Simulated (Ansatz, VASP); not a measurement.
## Fe in VASP and in Ansatz

```xyz
2
Lattice="2.9166 0.0000 0.0000 0.0000 2.9166 0.0000 0.0000 0.0000 2.9166" Properties=species:S:1:pos:R:3 pbc="T T T"
Fe    0.0000    0.0000    0.0000
Fe    1.4583    1.4583    1.4583
```

Change from the starting cell: equal strain along all axes, cell held, atoms relaxed: +3.0 %.

Alike in both runs: task single point; functional PBE; k mesh 14 × 14 × 14; occupations gaussian, width 0.1 eV; collinear spin.

```csv
,VASP,Ansatz
version,VASP 6.6.1,Ansatz 0.2.0
potentials or method,"VASP PAW PBE potentials, release 64 (Fe), cutoff 520 eV","scalar-relativistic, plane waves, PAW"
valence electrons in the cell,16,32
```

|  | VASP | Ansatz | Ansatz less VASP |
| --- | --- | --- | --- |
| gap on the k mesh at the Fermi level (eV) | none | none | - |
| pressure (GPa) | -12.9 | -13.5 | -0.62 |
| net moment per atom (μB) | 2.36 | 2.32 | -0.041 |
| size of the moment on the site where the two differ most (μB) | 2.38 | 2.39 | +0.009 |

Site moments also hang on the region over which each program counts them. A gap of «none» marks a metal or a gap that the smearing closes. VASP's potentials hold 16 valence electrons a cell and Ansatz's 32, so a difference there can come from the potentials and not from the codes.
